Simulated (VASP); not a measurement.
# Al3O in VASP: a series of runs, part 2 of 2

VASP 6.6.1. Earlier steps stand in the parts before.

### 3 Single point, LDA

INCAR

```
ALGO = Normal ; DIPOL = 0.5 0.5 0.358
EDIFF = 1E-6 ; ENCUT = 520
GGA = CA ; IDIPOL = 3
ISIF = 2 ; ISMEAR = 0
LASPH = True ; LCHARG = False
LDIPOL = True ; LREAL = False
LWAVE = False ; NBANDS = 16
NELM = 80 ; PREC = Accurate
SIGMA = 0.1
```

KPOINTS

```
k-points
0
Gamma
  12 12 1
```

POSCAR

```
Al3O
1.0
    2.8168432364      0.0000000000      0.0000000000
   -1.4084216182      2.4394578012      0.0000000000
    0.0000000000      0.0000000000     20.0321727773
Al O
3 1
Direct
    0.6666666666      0.3333333333      0.1996787889
    0.3333333334      0.6666666667      0.3128097090
    0.0000000000      0.0000000000      0.4259234818
    0.1666666666      0.3333333333      0.4945543159
```

Potentials or basis: VASP PAW LDA potentials, release 64 (Al, O).

Started as:

```
$ cat potpaw_LDA.64/Al/POTCAR potpaw_LDA.64/O/POTCAR > POTCAR
$ mpirun -np 1 vasp_std > vasp.out
```

OUTCAR:

```text
EDIFF = 1E-6
   ENCUT = 520
   GGA = CA
   ISIF = 2
   ISMEAR = 0
   LASPH = True
   LREAL = False
   NELM = 80
   PREC = Accurate

 ion  position               nearest neighbor table
   1  0.667  0.333  0.200-   2 2.79   2 2.79   2 2.79
   2  0.333  0.667  0.313-   3 2.79   3 2.79   3 2.79   1 2.79   1 2.79   1 2.79
   3  0.000  0.000  0.426-   4 1.60   4 2.55   4 2.55   2 2.79   2 2.79   2 2.79
   4  0.167  0.333  0.495-   3 1.60   3 2.55   3 2.55

  LATTYP: Found a hexagonal cell.
 ALAT       =     2.8168432364
 C/A-ratio  =     7.1115681975

  Lattice vectors:

 A1 = (   2.8168432364,   0.0000000000,   0.0000000000)
 A2 = (  -1.4084216182,   2.4394578012,   0.0000000000)
 A3 = (   0.0000000000,   0.0000000000,  20.0321727773)

Analysis of symmetry for initial positions (statically):
=====================================================================
 Subroutine PRICEL returns:
 Original cell was already a primitive cell.

 Routine SETGRP: Setting up the symmetry group for a
 hexagonal supercell.

 Subroutine GETGRP returns: Found  2 space group operations
 (whereof  2 operations were pure point group operations)
 out of a pool of 24 trial point group operations.

The static configuration has the point symmetry C_1h.

Analysis of symmetry for dynamics (positions and initial velocities):
=====================================================================
 Subroutine PRICEL returns:
 Original cell was already a primitive cell.

 Routine SETGRP: Setting up the symmetry group for a
 hexagonal supercell.

 Subroutine GETGRP returns: Found  2 space group operations
 (whereof  2 operations were pure point group operations)
 out of a pool of 24 trial point group operations.

The dynamic configuration has the point symmetry C_1h.

 Subroutine INISYM returns: Found  2 space group operations
 (whereof  2 operations are pure point group operations),
 and found     1 'primitive' translations

----------------------------------------------------------------------------------------

                                     Primitive cell

  volume of cell :     137.6525

  direct lattice vectors                    reciprocal lattice vectors
     2.816843236  0.000000000  0.000000000     0.355007331  0.204963578  0.000000000
    -1.408421618  2.439457801  0.000000000     0.000000000  0.409927157  0.000000000
     0.000000000  0.000000000 20.032172777     0.000000000  0.000000000  0.049919697

  length of vectors
     2.816843236  2.816843236 20.032172777     0.409927157  0.409927157  0.049919697

  position of ions in fractional coordinates (direct lattice)
     0.666666667  0.333333333  0.199678789
     0.333333333  0.666666667  0.312809709
     0.000000000  0.000000000  0.425923482
     0.166666667  0.333333333  0.494554316

  ion indices of the primitive-cell ions
   primitive index   ion index
                 1           1
                 2           2
                 3           3
                 4           4

[... 30 lines left out ...]
  0.000000  0.083333  0.000000      2.000000
  0.166667  0.000000  0.000000      4.000000
  0.000000  0.166667  0.000000      2.000000
  0.250000  0.000000  0.000000      4.000000
[... 16 lines left out ...]
 -0.083333  0.416667  0.000000      4.000000
 -0.416667  0.333333  0.000000      4.000000
 [... further k-points ...]
   k-points           NKPTS =     43   k-points in BZ     NKDIM =     43   number of bands    NBANDS=     16
   number of dos      NEDOS =    301   number of ions     NIONS =      4
   total plane-waves  NPLWV =  86400
   dimension x,y,z NGX =    24 NGY =   24 NGZ =  150
   dimension x,y,z NGXF=    48 NGYF=   48 NGZF=  300
   ions per type =               3   1
   NGX,Y,Z   is equivalent  to a cutoff of  14.16, 14.16, 12.45 a.u.
   NGXF,Y,Z  is equivalent  to a cutoff of  28.33, 28.33, 24.90 a.u.
 SYSTEM =  unknown system
   PREC   = accura    normal or accurate (medium, high low for compatibility)
   ISTART =      0    job   : 0-new  1-cont  2-samecut
   ICHARG =      2    charge: 1-file 2-atom 10-const
   ISPIN  =      1    spin polarized calculation?
   LNONCOLLINEAR =      F non collinear calculations
   LSORBIT =      F    spin-orbit coupling
   LASPH  =      T    aspherical Exc in radial PAW
   ENCUT  =  520.0 eV  38.22 Ry    6.18 a.u.   5.24  5.24 37.25*2*pi/ulx,y,z
   NELM   =     80;   NELMIN=  2; NELMDL= -5     # of ELM steps
   EDIFF  = 0.1E-05   stopping-criterion for ELM
   LREAL  =      F    real-space projection
   EDIFFG = 0.1E-04   stopping-criterion for IOM
   NSW    =      0    number of steps for IOM
   IBRION =     -1    ionic relax: 0-MD 1-quasi-New 2-CG
   NFREE  =      0    steps in history (QN), initial steepest desc. (CG)
   ISIF   =      2    stress and relaxation
   ISYM   =      2    0-nonsym 1-usesym 2-fastsym
   POTIM  = 0.5000    time-step for ionic-motion
   TEBEG  =    0.0;   TEEND  =   0.0 temperature during run
   PSTRESS=    0.0 pullay stress
   NELECT =      15.0000    total number of electrons
   NUPDOWN=      -1.0000    fix difference up-down
   EMIN   =  10.00;   EMAX   =-10.00  energy-range for DOS
   EFERMI =   0.00;   METHOD = LEGACY
   ISMEAR =     0;   SIGMA  =   0.10  broadening in eV -4-tet -1-fermi 0-gaus
   EFERMI_NEDOS =   21; number of points for ismear=-14 and -15
   IALGO  =     38    algorithm
   IMIX   =      4    mixing-type and parameters
     AMIX     =   0.40;   BMIX     =  1.00
     AMIX_MAG =   1.60;   BMIX_MAG =  1.00
  volume/ion in A,a.u.               =      34.41       232.23
  Fermi-wavevector in a.u.,A,eV,Ry     =   0.781947  1.477665  8.319158  0.611441
  Thomas-Fermi vector in A             =   1.885569
   LORBIT       =      0    0 simple, 1 ext, 2 COOP (PROOUT), +10 PAW based schemes
   GGA     = CA    functional components
   LHFCALC =     F    Hartree Fock is set to
   AEXX    =    0.0000 exact exchange contribution
   IVDW    =     0    specifies the selected vdW correction
   LEPSILON=     F    determine dielectric tensor
   LRPA    =     F    only Hartree local field effects (RPA)
 non-spin polarized calculation
 Gauss-broadening in eV      SIGMA  =   0.10
  energy-cutoff  :      520.00
  volume of cell :      137.65
 maximum number of plane-waves:      3744
 NGX is ok and might be reduce to    24
   NGX = 11   NGY = 11   NGZ = 75

 dipolmoment           0.000000      0.000000     -0.036907 electrons x Angstroem

 number of electron      15.0000006 magnetization

 dipolmoment           0.000000      0.000000      0.217321 electrons x Angstroem

 Free energy of the ion-electron system (eV)
  ---------------------------------------------------
  ext. energy  EPLUGINS =         0.00000000
  ---------------------------------------------------
  free energy    TOTEN  =       -18.45139838 eV

  energy without entropy =      -18.43568525  energy(sigma->0) =      -18.44354182

 E-fermi :  -1.5306     XC(G=0):  -5.0053

 val. band max:       -1.5348392035   @ k =   0.0000   0.4167   0.0000
 cond. band min:      -1.5216014743   @ k =   0.0833   0.0833   0.0000
 fundamental gap:      0.0132377291
 Fermi energy:        -1.5306021147

 k-point     1 :       0.0000    0.0000    0.0000
  band No.  band energies     occupation
      1     -18.6862      2.00000
      2     -12.2320      2.00000
      3     -10.0975      2.00000
      4      -6.9777      2.00000
      5      -4.1706      2.00000
      6      -1.8898      2.00000
[... 433 lines left out ...]
      3      -6.8648      2.00000
      4      -4.9402      2.00000
      5      -3.9894      2.00000
      6      -2.6957      2.00000
[... 8 lines left out ...]
     15       6.3463      0.00000
     16       6.7026      0.00000

 [... further k-points ...]

------------------------ aborting loop because EDIFF is reached ----------------------------------------

 vacuum level on the upper side and lower side of the slab       (xc-potential included)         2.770        -2.801

  FORCE on cell =-STRESS in cart. coord.  units (eV):
  Direction    XX          YY          ZZ          XY          YZ          ZX
  --------------------------------------------------------------------------------------
  -------------------------------------------------------------------------------------
  Total        0.6813670      2.0746319      0.3264763      0.0000000      4.5122218      0.0000000
  in kB        7.9306294     24.1472446      3.7999522      0.0000000     52.5190641      0.0000000
  external PRESSURE =      11.9592754 kB  Pullay stress =       0.0000000 kB

 VOLUME and BASIS-vectors are now :
 -----------------------------------------------------------------------------
  energy-cutoff  :      520.00
  volume of cell :      137.65
      direct lattice vectors                 reciprocal lattice vectors
     2.816843236  0.000000000  0.000000000     0.355007331  0.204963578  0.000000000
    -1.408421618  2.439457801  0.000000000     0.000000000  0.409927157  0.000000000
     0.000000000  0.000000000 20.032172777     0.000000000  0.000000000  0.049919697

 POSITION                                       TOTAL-FORCE (eV/Angst)
 -----------------------------------------------------------------------------------
      1.40842      0.81315      4.00000         0.000000     -0.006928     -0.018723
      0.00000      1.62631      6.26626         0.000000      0.134709      0.071810
      0.00000      0.00000      8.53217         0.000000     -3.609654     -0.342033
     -0.00000      0.81315      9.90700        -0.000000      3.481873      0.288946
 -----------------------------------------------------------------------------------
    total drift:                                0.000000      0.000480      0.000384

  FREE ENERGIE OF THE ION-ELECTRON SYSTEM (eV)
  ---------------------------------------------------
  free  energy   TOTEN  =       -18.4513983774 eV

  energy  without entropy=      -18.4356852529  energy(sigma->0) =      -18.44354182

 vacuum level on the upper side and lower side of the slab         8.210         2.481
```

OSZICAR:

```text
N       E                     dE             d eps       ncg     rms          rms(c)
DAV:   1     0.686972620653E+02    0.68697E+02   -0.50759E+03  1384   0.675E+02
DAV:   2    -0.125200275443E+02   -0.81217E+02   -0.70282E+02  1872   0.145E+02
DAV:   3    -0.219594982355E+02   -0.94395E+01   -0.93082E+01  1928   0.533E+01
[... 20 lines left out ...]
DAV:  24    -0.184513889599E+02   -0.18523E-04   -0.99302E-06  1456   0.148E-02    0.122E-02
DAV:  25    -0.184513940055E+02   -0.50456E-05   -0.70316E-07  1568   0.442E-03    0.962E-03
DAV:  26    -0.184513965382E+02   -0.25327E-05   -0.11485E-06  1464   0.524E-03    0.362E-03
DAV:  27    -0.184513979172E+02   -0.13790E-05   -0.24638E-07  1560   0.251E-03    0.139E-03
DAV:  28    -0.184513983774E+02   -0.46019E-06   -0.48106E-08  1392   0.126E-03
   1 F= -.18451398E+02 E0= -.18443542E+02  d E =-.157131E-01
```

Run time: 2.9 min. Hardware: 1 thread of AMD EPYC 7R13 (Zen 3), shared host; peak memory 0.22 GiB.

What came out:

* Free energy: -18.4514 eV
* Largest force: 3.626 eV/Å
* Band gap on the k mesh: zero (an odd number of electrons rules out a gap without spin polarisation)

Forces in eV/Å, atoms in the order of the input:
```
Al   0.000 -0.007 -0.019
Al   0.000  0.135  0.072
Al   0.000 -3.610 -0.342
O    0.000  3.482  0.289
```

### 4 Single point, LDA

INCAR

```
PREC = Accurate
ENCUT = 520
EDIFF = 1E-7
ISMEAR = 0
SIGMA = 0.1
LREAL = F
LASPH = T
NELM = 80
ALGO = Normal
ISIF = 2
LWAVE = F
LCHARG = F
LDIPOL = T
IDIPOL = 3
DIPOL = 0.5 0.5 0.358
NBANDS = 16
```

KPOINTS

```
Automatic mesh
0
Gamma
  12 12 1
```

POSCAR

```
Al3O
1.0
    2.8168432364      0.0000000000      0.0000000000
   -1.4084216182      2.4394578012      0.0000000000
    0.0000000000      0.0000000000     20.0321727773
Al O
3 1
Direct
    0.6666666667      0.3333333334      0.1996787889
    0.3333333333      0.6666666666      0.3128097090
    0.0000000000      0.0000000000      0.4259234818
    0.3333333333      0.1666666666      0.4945888147
```

Potentials or basis: VASP PAW LDA potentials, release 64 (Al, O).

Started as:

```
$ cat potpaw_LDA.64/Al/POTCAR potpaw_LDA.64/O/POTCAR > POTCAR
$ mpirun -np 1 vasp_std > vasp.out
```

OUTCAR:

```text
PREC = Accurate
   ENCUT = 520
   EDIFF = 1E-7
   ISMEAR = 0
   LREAL = F
   LASPH = T
   NELM = 80
   ISIF = 2

 ion  position               nearest neighbor table
   1  0.667  0.333  0.200-   2 2.79   2 2.79   2 2.79
   2  0.333  0.667  0.313-   3 2.79   3 2.79   3 2.79   1 2.79   1 2.79   1 2.79
   3  0.000  0.000  0.426-   4 1.60   4 2.55   4 2.55   2 2.79   2 2.79   2 2.79
   4  0.333  0.167  0.495-   3 1.60   3 2.55   3 2.55

  LATTYP: Found a hexagonal cell.
 ALAT       =     2.8168432364
 C/A-ratio  =     7.1115681975

  Lattice vectors:

 A1 = (   2.8168432364,   0.0000000000,   0.0000000000)
 A2 = (  -1.4084216182,   2.4394578012,   0.0000000000)
 A3 = (   0.0000000000,   0.0000000000,  20.0321727773)

Analysis of symmetry for initial positions (statically):
=====================================================================
 Subroutine PRICEL returns:
 Original cell was already a primitive cell.

 Routine SETGRP: Setting up the symmetry group for a
 hexagonal supercell.

 Subroutine GETGRP returns: Found  2 space group operations
 (whereof  2 operations were pure point group operations)
 out of a pool of 24 trial point group operations.

The static configuration has the point symmetry C_1h.

Analysis of symmetry for dynamics (positions and initial velocities):
=====================================================================
 Subroutine PRICEL returns:
 Original cell was already a primitive cell.

 Routine SETGRP: Setting up the symmetry group for a
 hexagonal supercell.

 Subroutine GETGRP returns: Found  2 space group operations
 (whereof  2 operations were pure point group operations)
 out of a pool of 24 trial point group operations.

The dynamic configuration has the point symmetry C_1h.

 Subroutine INISYM returns: Found  2 space group operations
 (whereof  2 operations are pure point group operations),
 and found     1 'primitive' translations

----------------------------------------------------------------------------------------

[... 127 lines left out ...]
 non-spin polarized calculation
 Gauss-broadening in eV      SIGMA  =   0.10
  energy-cutoff  :      520.00
  volume of cell :      137.65
 maximum number of plane-waves:      3744
 NGX is ok and might be reduce to    24
   NGX = 11   NGY = 11   NGZ = 75

 dipolmoment           0.000000      0.000000     -0.037318 electrons x Angstroem

 number of electron      15.0000006 magnetization

 dipolmoment           0.000000      0.000000      0.216836 electrons x Angstroem

 Free energy of the ion-electron system (eV)
  ---------------------------------------------------
  ext. energy  EPLUGINS =         0.00000000
  ---------------------------------------------------
  free energy    TOTEN  =       -18.49867308 eV

  energy without entropy =      -18.48677553  energy(sigma->0) =      -18.49272431

 E-fermi :  -1.5512     XC(G=0):  -5.0016

 val. band max:       -1.5709196648   @ k =   0.3333   0.2500   0.0000
 cond. band min:      -1.5424524581   @ k =   0.3333   0.0000   0.0000
 fundamental gap:      0.0284672068
 Fermi energy:        -1.5512182969

 k-point     1 :       0.0000    0.0000    0.0000
  band No.  band energies     occupation
      1     -18.6990      2.00000
      2     -12.2276      2.00000
      3     -10.0803      2.00000
      4      -6.9695      2.00000
      5      -4.1750      2.00000
      6      -1.8930      2.00000
[... 433 lines left out ...]
      3      -6.8614      2.00000
      4      -4.9764      2.00000
      5      -3.8930      2.00000
      6      -2.8664      2.00000
[... 8 lines left out ...]
     15       6.3135      0.00000
     16       6.8404      0.00000

 [... further k-points ...]

------------------------ aborting loop because EDIFF is reached ----------------------------------------

 vacuum level on the upper side and lower side of the slab       (xc-potential included)         2.753        -2.810

  FORCE on cell =-STRESS in cart. coord.  units (eV):
  Direction    XX          YY          ZZ          XY          YZ          ZX
  --------------------------------------------------------------------------------------
  -------------------------------------------------------------------------------------
  Total        1.6930257      1.1147468      0.2061758      0.5008042      2.5007412      4.3314108
  in kB       19.7056187     12.9748625      2.3997398      5.8290059     29.1068551     50.4145521
  external PRESSURE =      11.6934070 kB  Pullay stress =       0.0000000 kB

 VOLUME and BASIS-vectors are now :
 -----------------------------------------------------------------------------
  energy-cutoff  :      520.00
  volume of cell :      137.65
      direct lattice vectors                 reciprocal lattice vectors
     2.816843236  0.000000000  0.000000000     0.355007331  0.204963578  0.000000000
    -1.408421618  2.439457801  0.000000000     0.000000000  0.409927157  0.000000000
     0.000000000  0.000000000 20.032172777     0.000000000  0.000000000  0.049919697

 POSITION                                       TOTAL-FORCE (eV/Angst)
 -----------------------------------------------------------------------------------
      1.40842      0.81315      4.00000         0.009629      0.005560     -0.018987
     -0.00000      1.62631      6.26626        -0.035935     -0.020747      0.120864
      0.00000      0.00000      8.53217        -3.095625     -1.787260     -0.383676
      0.70421      0.40658      9.90769         3.121931      1.802448      0.281800
 -----------------------------------------------------------------------------------
    total drift:                                0.000246      0.000142      0.000424

  FREE ENERGIE OF THE ION-ELECTRON SYSTEM (eV)
  ---------------------------------------------------
  free  energy   TOTEN  =       -18.4986730828 eV

  energy  without entropy=      -18.4867755328  energy(sigma->0) =      -18.49272431

 vacuum level on the upper side and lower side of the slab         8.186         2.459
```

Run time: 2.4 min. Hardware: 1 thread of AMD EPYC 7R13 (Zen 3), shared host; peak memory 0.23 GiB.

Results:

- Free energy: -18.4987 eV
- Largest force: 3.616 eV/Å
- Band gap on the k mesh: zero (an odd number of electrons rules out a gap without spin polarisation)

Forces in eV/Å, atoms in the order of the input:
```
Al   0.010  0.006 -0.019
Al  -0.036 -0.021  0.121
Al  -3.096 -1.787 -0.384
O    3.122  1.802  0.282
```

### 5 Summary

```csv
cell,gap on the mesh (eV),largest force (eV/Å)
"as given, atomic positions A",none,0.31
"as given, atomic positions B",none,3.63
"as given, atomic positions C",none,3.62
```

Alike in all rows: task single point; level LDA; potentials or basis VASP PAW LDA potentials, release 64 (Al, O); no spin polarisation; k mesh 12 × 12 × 1; cutoff (eV) 520; smearing gaussian 0.1 eV.

Absolute energies hang on the potentials; compare differences alone.

The gap in the log of VASP goes by the Fermi energy; the results here count the filled bands.